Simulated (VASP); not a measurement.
Crystal: CdSe.

```
Cd Se
1.0
     0.00000    3.13049    3.13049
     3.13049    0.00000    3.13049
     3.13049    3.13049    0.00000
Cd Se
1 1
Direct
  0.00000 0.00000 0.00000
  0.25000 0.25000 0.25000
```

Base run:

```yaml
Program: VASP 6.6.1
Functional: PBE
Potentials_or_basis: VASP PAW PBE potentials, release 64 (Cd, Se)
Cutoff: 520 eV
k_mesh: 8 × 8 × 8
Occupations: fermi-dirac, width 0.05 eV
Spin: no spin polarisation
```

Its results: band gap on the k mesh 0.43 eV, direct; pressure -1.1 GPa.

Q: The run is repeated on the same cell with these changes: dispersion from none to D3(BJ). What comes out?

A: Band gap on the k mesh 0.43 eV, direct; pressure -2.8 GPa.

Dispersion adds attraction, which lowers the pressure at fixed volume and, as a term added to the energy, leaves the levels alone.

